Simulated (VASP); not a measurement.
A run of VASP 6.6.1:

The input INCAR:

```
PREC = Accurate
ENCUT = 520
EDIFF = 1E-6
ISMEAR = -1
SIGMA = 0.08
LREAL = F
LASPH = T
NELM = 60
ALGO = Normal
ISIF = 2
LWAVE = F
LCHARG = F
GGA = PE
NBANDS = 8
```

Contents of KPOINTS:

```
Automatic mesh
0
Gamma
  13 13 13
```

File POSCAR:

```
Li
1.0
    0.0000000000      2.1834949234      2.1834949234
    2.1834949234      0.0000000000      2.1834949234
    2.1834949234      2.1834949234      0.0000000000
Li
1
Direct
    0.0000000000      0.0000000000      0.0000000000
```

Potentials or basis: VASP PAW PBE potentials, release 64 (Li_sv).

The run is started by

```bash
$ cat potpaw_PBE.64/Li_sv/POTCAR > POTCAR
$ mpirun -np 1 vasp_std > vasp.out
```

Hardware: 1 thread of Intel Xeon 8259CL, on a shared host.

Q: Estimate the wall time of this run.

A: Wall time 11 s on 1 thread of Intel Xeon 8259CL, with other jobs on the host, peak memory 0.13 GiB. Counts: scf iterations 8, k points 84.
